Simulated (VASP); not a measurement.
Wanted: the native input for a VASP 6.6.1 run.

| Item | Value |
| --- | --- |
| Task | single point |
| Functional | PBE |
| Potentials or basis | VASP PAW PBE potentials, release 64 (Ti_sv, C) |
| Cutoff | 520 eV |
| k mesh | 6 × 6 × 6 |
| Occupations | fermi-dirac, width 0.1 eV |
| Spin | no spin polarisation |
| Dipole correction | no |
| Further INCAR settings | ALGO = Normal; EDIFF = 1e-06; NBANDS = 15 |

The structure of TiC lies in POSCAR:

```
TiC
1.0
   -0.0248512813      2.0865059631      2.1371100232
    2.1518945823     -0.0539896840      2.1662484259
    2.1432902894      2.1070300564     -0.0453853912
Ti C
1 1
Direct
    0.9257500000      0.0040000000      0.0310000000
    0.4222100000      0.5576400000      0.5496500000
```

The input as run:

INCAR

```
PREC = Accurate ; ENCUT = 520
EDIFF = 1E-6 ; ISMEAR = -1
SIGMA = 0.1 ; LREAL = F
LASPH = T ; NELM = 100
ALGO = Normal ; ISIF = 2
LWAVE = F ; LCHARG = F
GGA = PE ; NBANDS = 15
```

KPOINTS

```
regular mesh
0
Gamma
  6 6 6
```

Potentials or basis: VASP PAW PBE potentials, release 64 (Ti_sv, C).

Launch:

```sh
$ cat potpaw_PBE.64/Ti_sv/POTCAR potpaw_PBE.64/C/POTCAR > POTCAR
$ mpirun -np 1 vasp_std > vasp.out
```

Results of the run:

* Pressure: 9.7 GPa
* Largest force: 1.666 eV/Å
* Band gap on the k mesh: zero (band 8 reaches 9.94 eV, above the bottom of band 9 at 9.79 eV)

Caveat: the k points lie up to 0.42 Å⁻¹ apart; forces of over 1 eV/Å act on the atoms, so gaps and moduli don't describe the material at rest.

Wall time 21 s on 1 thread of Intel(R) Xeon(R) Platinum 8259CL CPU @ 2.50GHz (Skylake/Cascade Lake) (shared host), peak memory 0.16 GiB.
